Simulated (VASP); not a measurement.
# Al12NO in VASP: further runs, part 2 of 2

VASP 6.6.1.

### 4 Single point, PBE, collinear spin, ferromagnetic start

Input file INCAR:

```
  PREC = Accurate
  ENCUT = 520
  EDIFF = 1E-6
  ISMEAR = 0
  SIGMA = 0.1
  LREAL = False
  LASPH = True
  NELM = 150
  ALGO = Normal
  ISIF = 2
  LWAVE = False
  LCHARG = False
  ISPIN = 2
  MAGMOM = 0 0 0 0 0 0 0 0 0 0 0 0 1 0
  LORBIT = 11
  LDIPOL = True
  IDIPOL = 3
  DIPOL = 0.5 0.5 0.297
  GGA = PE
  NBANDS = 40
```

Input file KPOINTS:

```
Automatic mesh
0
Gamma
  5 5 1
```

Input file POSCAR:

```
Al12NO
1.0
    5.7143028096      0.0000000000      0.0000000000
    0.0000000000      5.7143028096      0.0000000000
    0.0000000000      0.0000000000     22.1750227966
Al N O
12 1 1
Direct
    0.2500000000      0.2500000000      0.1803831291
    0.2500000000      0.7500000000      0.1803831291
    0.7500000000      0.2500000000      0.1803831291
    0.7500000000      0.7500000000      0.1803831291
    0.0000000000      0.0000000000      0.2744094953
    0.0000000000      0.5000000000      0.2744094953
    0.5000000000      0.0000000000      0.2744094953
    0.5000000000      0.5000000000      0.2744094953
    0.2500000000      0.2500000000      0.3686590481
    0.2500000000      0.7500000000      0.3686590481
    0.7500000000      0.2500000000      0.3686590481
    0.7500000000      0.7500000000      0.3686590481
    0.3837128479      0.5000000000      0.4335969746
    0.6162871521      0.5000000000      0.4335969746
```

Potentials or basis: VASP PAW PBE potentials, release 64 (Al, N, O).

Run with:

```sh
$ cat potpaw_PBE.64/Al/POTCAR potpaw_PBE.64/N/POTCAR potpaw_PBE.64/O/POTCAR > POTCAR
$ mpirun -np 1 vasp_std > vasp.out
```

OUTCAR:

```text
PREC = Accurate
   ENCUT = 520
   EDIFF = 1E-6
   ISMEAR = 0
   LREAL = False
   LASPH = True
   NELM = 150
   ISIF = 2
   ISPIN = 2
   LORBIT = 11
   GGA = PE

 ion  position               nearest neighbor table
   1  0.250  0.250  0.180-   2 2.86   3 2.86   2 2.86   3 2.86   7 2.90   8 2.90   5 2.90   6 2.90

   2  0.250  0.750  0.180-   1 2.86   4 2.86   1 2.86   4 2.86   7 2.90   8 2.90   5 2.90   6 2.90

   3  0.750  0.250  0.180-   1 2.86   4 2.86   4 2.86   1 2.86   7 2.90   8 2.90   5 2.90   6 2.90
[... 4 lines left out ...]
                            11 2.91  12 2.91   9 2.91  10 2.91
   6  0.000  0.500  0.274-   5 2.86   8 2.86   5 2.86   8 2.86   1 2.90   2 2.90   3 2.90   4 2.90
                            11 2.91  12 2.91   9 2.91  10 2.91
   7  0.500  0.000  0.274-   5 2.86   8 2.86   8 2.86   5 2.86   1 2.90   2 2.90   3 2.90   4 2.90
                            11 2.91  12 2.91   9 2.91  10 2.91
   8  0.500  0.500  0.274-   6 2.86   7 2.86   7 2.86   6 2.86   1 2.90   2 2.90   3 2.90   4 2.90
                            11 2.91  12 2.91   9 2.91  10 2.91
   9  0.250  0.250  0.369-  13 2.17  11 2.86  10 2.86  10 2.86  11 2.86   6 2.91   7 2.91   8 2.91
                             5 2.91
  10  0.250  0.750  0.369-  13 2.17  12 2.86   9 2.86   9 2.86  12 2.86   6 2.91   7 2.91   8 2.91
                             5 2.91
  11  0.750  0.250  0.369-  14 2.17  12 2.86   9 2.86  12 2.86   9 2.86   6 2.91   7 2.91   8 2.91
                             5 2.91
  12  0.750  0.750  0.369-  14 2.17  11 2.86  10 2.86  11 2.86  10 2.86   6 2.91   7 2.91   8 2.91
                             5 2.91
  13  0.384  0.500  0.434-  14 1.33  10 2.17   9 2.17
  14  0.616  0.500  0.434-  13 1.33  12 2.17  11 2.17

  LATTYP: Found a simple tetragonal cell.
 ALAT       =     5.7143028096
 C/A-ratio  =     3.8806173798

  Lattice vectors:

 A1 = (   5.7143028096,   0.0000000000,   0.0000000000)
 A2 = (   0.0000000000,   5.7143028096,   0.0000000000)
 A3 = (   0.0000000000,   0.0000000000,  22.1750227966)

Analysis of symmetry for initial positions (statically):
=====================================================================
[... 904 lines left out ...]
  in kB       -7.9329926    -21.4319149    -11.5590354      0.0000000      0.0000000     -1.1160642
  external PRESSURE =     -13.6413143 kB  Pullay stress =       0.0000000 kB

 VOLUME and BASIS-vectors are now :
 -----------------------------------------------------------------------------
  energy-cutoff  :      520.00
  volume of cell :      724.09
      direct lattice vectors                 reciprocal lattice vectors
     5.714302810  0.000000000  0.000000000     0.174999476  0.000000000  0.000000000
     0.000000000  5.714302810  0.000000000     0.000000000  0.174999476  0.000000000
     0.000000000  0.000000000 22.175022797     0.000000000  0.000000000  0.045095782

 POSITION                                       TOTAL-FORCE (eV/Angst)
 -----------------------------------------------------------------------------------
      1.42858      1.42858      4.00000        -0.003864     -0.049976      0.079246
      1.42858      4.28573      4.00000        -0.003864      0.049976      0.079246
      4.28573      1.42858      4.00000        -0.001188      0.078186      0.080508
      4.28573      4.28573      4.00000        -0.001188     -0.078186      0.080508
      0.00000      0.00000      6.08504         0.009760      0.000000     -0.100643
      0.00000      2.85715      6.08504        -0.025724      0.000000      0.023454
      2.85715      0.00000      6.08504         0.025768      0.000000      0.049071
      2.85715      2.85715      6.08504         0.087930      0.000000      0.117804
      1.42858      1.42858      8.17502        -0.064120      0.312503      0.716463
      1.42858      4.28573      8.17502        -0.064120     -0.312503      0.716463
      4.28573      1.42858      8.17502         0.139735     -0.010683      0.348244
      4.28573      4.28573      8.17502         0.139735      0.010683      0.348244
      2.19265      2.85715      9.61502        -2.777105      0.000000     -1.684407
      3.52165      2.85715      9.61502         2.538245      0.000000     -0.854203
 -----------------------------------------------------------------------------------
    total drift:                               -0.000577      0.000000     -0.000530

  FREE ENERGIE OF THE ION-ELECTRON SYSTEM (eV)
  ---------------------------------------------------
  free  energy   TOTEN  =       -55.0912294948 eV

  energy  without entropy=      -55.0558633320  energy(sigma->0) =      -55.07354641

 vacuum level on the upper side and lower side of the slab         4.223         3.259

 total charge

# of ion       s       p       d       tot
------------------------------------------
    1        0.476   0.283   0.000   0.760
    2        0.476   0.283   0.000   0.760
    3        0.474   0.286   0.000   0.760
    4        0.474   0.286   0.000   0.760
    5        0.431   0.332   0.000   0.763
    6        0.428   0.329   0.000   0.757
    7        0.432   0.318   0.000   0.750
    8        0.424   0.338   0.000   0.762
    9        0.442   0.308   0.000   0.749
   10        0.442   0.308   0.000   0.749
   11        0.454   0.285   0.000   0.739
   12        0.454   0.285   0.000   0.739
   13        1.289   2.324   0.000   3.613
   14        1.584   3.418   0.000   5.003
--------------------------------------------------
tot          8.281   9.383   0.000  17.663

 magnetization (x)

# of ion       s       p       d       tot
------------------------------------------
    1       -0.000   0.000   0.000  -0.000
    2       -0.000   0.000   0.000  -0.000
    3        0.000   0.000   0.000   0.000
    4        0.000   0.000   0.000   0.000
    5        0.000   0.000   0.000   0.000
    6        0.000   0.000   0.000   0.000
    7       -0.000   0.000   0.000   0.000
    8       -0.000   0.000   0.000  -0.000
    9       -0.000   0.000   0.000   0.000
   10       -0.000   0.000   0.000   0.000
   11        0.000   0.000   0.000   0.000
   12        0.000   0.000   0.000   0.000
   13        0.000   0.000   0.000   0.000
   14        0.000   0.000   0.000   0.000
--------------------------------------------------
tot          0.000   0.000   0.000   0.000
```

OSZICAR:

```text
N       E                     dE             d eps       ncg     rms          rms(c)
DAV:   1     0.230175711631E+03    0.23018E+03   -0.14194E+04  1440   0.831E+02
DAV:   2    -0.144029678115E+02   -0.24458E+03   -0.22803E+03  2024   0.159E+02
DAV:   3    -0.559768476357E+02   -0.41574E+02   -0.37628E+02  2192   0.590E+01
[... 24 lines left out ...]
DAV:  28    -0.550912131623E+02   -0.27599E-04   -0.13804E-06  1512   0.265E-03    0.795E-04
DAV:  29    -0.550912225813E+02   -0.94190E-05   -0.50908E-07  1488   0.222E-03    0.423E-04
DAV:  30    -0.550912272521E+02   -0.46708E-05   -0.26481E-07  1352   0.198E-03    0.408E-04
DAV:  31    -0.550912289909E+02   -0.17388E-05   -0.11225E-07  1288   0.137E-03    0.326E-04
DAV:  32    -0.550912294948E+02   -0.50390E-06   -0.43625E-08  1232   0.920E-04
   1 F= -.55091229E+02 E0= -.55073546E+02  d E =-.353662E-01  mag=     0.0001
```

stdout:

```text
POSCAR found type information on POSCAR AlN O
 POSCAR found :  3 types and      14 ions
 scaLAPACK will be used
 LDA part: xc-table for (Slater+PW92), standard interpolation
 POSCAR, INCAR and KPOINTS ok, starting setup
 FFT: planning ... GRIDC
 FFT: planning ... GRID_SOFT
 FFT: planning ... GRID
 WAVECAR not read
 entering main loop
```

Wall time 20 min (1 thread of Oxide Virtual Turin-like, shared host); peak memory 1 GiB.

What came out:

* Free energy: -55.0912 eV
* Largest force: 3.248 eV/Å
* Net moment: 0.00 μB per cell
* Valence electrons inside the program's atomic spheres: Al 0.76, 0.75, 0.74 (each value once); N 3.61; O 5.00

Forces in eV/Å, atoms in the order of the input:
```
Al  -0.004 -0.050  0.079
Al  -0.004  0.050  0.079
Al  -0.001  0.078  0.081
Al  -0.001 -0.078  0.081
Al   0.010  0.000 -0.101
Al  -0.026  0.000  0.023
Al   0.026  0.000  0.049
Al   0.088  0.000  0.118
Al  -0.064  0.313  0.716
Al  -0.064 -0.313  0.716
Al   0.140 -0.011  0.348
Al   0.140  0.011  0.348
N   -2.777  0.000 -1.684
O    2.538  0.000 -0.854
```

### 5 The runs side by side

```tsv
cell	gap on the mesh (eV)	moment (μB)	largest force (eV/Å)
as given, atomic positions A	none	0.00	15.63
as given, atomic positions B	none	0.00	4.58
as given, atomic positions C	none	0.00	3.25
```

Alike in all rows: task single point; level PBE; potentials or basis VASP PAW PBE potentials, release 64 (Al, N, O); spin collinear, ferromagnetic start; k mesh 5 × 5 × 1; cutoff (eV) 520; smearing gaussian 0.1 eV.

Caveats: the standard files for N, O and F lose accuracy on very short bonds (at least some runs).

Total energies depend on the potentials used, so only differences within one code and one set of settings carry meaning.
